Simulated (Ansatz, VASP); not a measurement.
**Ir: VASP beside Ansatz**

```
Ir
1.0
     0.00000    1.91970    1.99169
     1.91970    0.00000    1.99169
     1.91970    1.91970    0.00000
Ir
1
Direct
  0.00000 0.00000 0.00000
```

Change from the starting cell: strain +0.0375 x Voigt [0, 0, 1, 0, 0, 0], atoms carried along.

Alike in both runs: task single point; functional PBE; k mesh 22 × 22 × 22; occupations gaussian, width 0.15 eV; no spin polarisation.

```csv
,VASP,Ansatz
version,VASP 6.6.1,Ansatz 0.2.0
potentials or method,"VASP PAW PBE potentials, release 64 (Ir), cutoff 520 eV","scalar-relativistic, plane waves, PAW"
valence electrons in the cell,9,17
```

|  | VASP | Ansatz | Ansatz less VASP |
| --- | --- | --- | --- |
| gap on the k mesh at the Fermi level (eV) | none | none | - |
| pressure (GPa) | -3.4 | -3.8 | -0.34 |
| traceless stress, the component that is largest in VASP (GPa) | -8.38 | -8.44 | -0.058 |

A gap of «none» marks a metal or a gap that the smearing closes. VASP's potentials hold 9 valence electrons a cell and Ansatz's 17, so a difference there can come from the potentials and not from the codes.

Spin-orbit coupling is off throughout.
